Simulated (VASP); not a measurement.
InSb4: relaxation of cell and atoms with PBE

InSb4:

```
In Sb
1.0
    -3.46311    3.46311    3.46311
     3.46311   -3.46311    3.46311
     3.46311    3.46311   -3.46311
In Sb
1 4
Cartesian
  0.0000 0.0000 0.0000
  1.7316 1.7316 1.7316
  1.7316 1.7316 -1.7316
  1.7316 -1.7316 1.7316
  -1.7316 1.7316 1.7316
```

```json
{
  "Program": "VASP 6.6.1",
  "Task": "relaxation of cell and atoms",
  "Functional": "PBE",
  "Potentials or basis": "VASP PAW PBE potentials, release 64 (In_d, Sb)",
  "Cutoff": "600 eV",
  "k mesh": "4 × 4 × 4",
  "Occupations": "gaussian, width 0.1 eV",
  "Spin": "no spin polarisation",
  "Dipole correction": "no",
  "Further INCAR settings": "ALGO = Normal; EDIFF = 1e-07; IBRION = 2; EDIFFG = -0.04; NSW = 90; ISIF = 3"
}
```

The relaxed volume is 32.78 Å³/atom, the relaxed cell is a = 5.971 Å, b = 5.971 Å, c = 5.971 Å, α = 109.47°, β = 109.47°, γ = 109.47° and the space group after relaxing (to 0.05 Å) is Im-3m (No. 229). The energy gained by relaxing is 0.4 meV/atom and the ionic steps are 2. The pressure after relaxing is 0.2 GPa.

Step by step:
| step | energy change (eV) | largest force (eV/Å) | pressure (GPa) | volume (Å³) |
| --- | --- | --- | --- | --- |
| 1 | 0.0000 | 0.0000 | -0.45 | 166.13 |
| 2 | -0.0021 | 0.0000 | 0.16 | 163.89 |

Final structure:
```cif
data_structure
_symmetry_space_group_name_H-M 'P 1'
_symmetry_Int_Tables_number 1
_cell_length_a 5.9711
_cell_length_b 5.9711
_cell_length_c 5.9711
_cell_angle_alpha 109.471
_cell_angle_beta 109.471
_cell_angle_gamma 109.471
_cell_volume 163.89
loop_
_atom_site_label
_atom_site_type_symbol
_atom_site_fract_x
_atom_site_fract_y
_atom_site_fract_z
_atom_site_occupancy
In1 In 0.00000 0.00000 0.00000 1
Sb1 Sb 0.50000 0.50000 0.50000 1
Sb2 Sb 0.00000 0.00000 0.50000 1
Sb3 Sb 0.00000 0.50000 0.00000 1
Sb4 Sb 0.50000 0.00000 0.00000 1
```

Levels at points of the mesh, in eV from the Fermi level:
| k point | band 14 | band 15 | band 16 | band 17 | band 18 | band 19 |
| --- | --- | --- | --- | --- | --- | --- |
| (0.00, 0.00, 0.00) | -2.80 | -2.80 | -2.80 | 1.49 | 1.49 | 1.49 |
| (0.50, 0.00, 0.00) | -1.24 | -1.19 | -1.18 | -0.30 | 0.04 | 0.33 |
| (0.50, 0.50, 0.50) | -1.73 | -1.73 | 2.15 | 2.15 | 2.15 | 2.81 |

Run time: 2.3 min on 1 thread of AMD EPYC 7R13 Processor (Zen 3), with other jobs on the host, peak memory 0.31 GiB.

Caveat: the bands computed are all filled at some k points, so no gap is given; spin-orbit coupling is left out, which moves the levels of the heavy elements.
